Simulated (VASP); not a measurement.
Runs of VASP 6.6.1 on Sc3BN4. The structure is that of space group P3m1 (No. 156), or close to it. The cells are those of the table. 

```csv
level,cell,k mesh,gap on the mesh (eV),pressure (GPa),largest force (eV/Å)
r2SCAN,"a = 3.421, b = 3.421, c = 10.191 Å, angles 90.0, 90.0, 120.0°, 8 atoms",9 × 9 × 2,(b),(a),0.41
PBE,"a = 3.388, b = 3.388, c = 10.091 Å, angles 90.0, 90.0, 120.0°, 8 atoms",12 × 12 × 4,1.82,2.5,0.28
r2SCAN,"a = 3.454, b = 3.454, c = 10.289 Å, angles 90.0, 90.0, 120.0°, 8 atoms",9 × 9 × 2,1.79,-7.7,(c)
r2SCAN,"a = 3.388, b = 3.388, c = 10.091 Å, angles 90.0, 90.0, 120.0°, 8 atoms",12 × 12 × 4,(d),1.2,0.06
```

Alike in all rows: task single point; potentials or basis VASP PAW PBE potentials, release 64 (B, Sc_sv, N); no spin polarisation; cutoff (eV) 520; smearing gaussian 0.01 eV.

Task: Estimate the missing entries.

Result: (a) -3.6; (b) 1.93; (c) 0.81; (d) 2.09.

Caveats: the PAW data sets were made with another functional, which shifts forces and pressure a little (some runs).

A k mesh can miss the band edges.
